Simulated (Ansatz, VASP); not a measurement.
## Two plane-wave programs on BAs

```
CELL_PARAMETERS angstrom
0.00000 2.29452 2.43675
2.29452 0.00000 2.43675
2.29452 2.29452 0.00000
ATOMIC_POSITIONS crystal
B 0.00000 0.00000 0.00000
As 0.25000 0.25000 0.25000
```

Change from the starting cell: epitaxial_xy strain -4.1%.

Alike in both runs: task single point; functional PBE; k mesh 10 × 10 × 10; occupations fermi-dirac, width 0.02 eV; no spin polarisation.

```csv
,VASP,Ansatz
version,VASP 6.6.1,Ansatz 0.2.0
potentials or method,"VASP PAW PBE potentials, release 64 (B, As_d)","plane waves, PAW"
plane-wave cutoff (eV),560,420
valence electrons in the cell,18,18
```

Ansatz gave:

| Property | Result |
| --- | --- |
| pressure (GPa) | 12.4 |
| traceless stress, the component that is largest in VASP (GPa) | -9.56 |

Question: Which values does VASP return?

Answer: Pressure (GPa): 12.2; traceless stress, the component that is largest in VASP (GPa): -9.59.
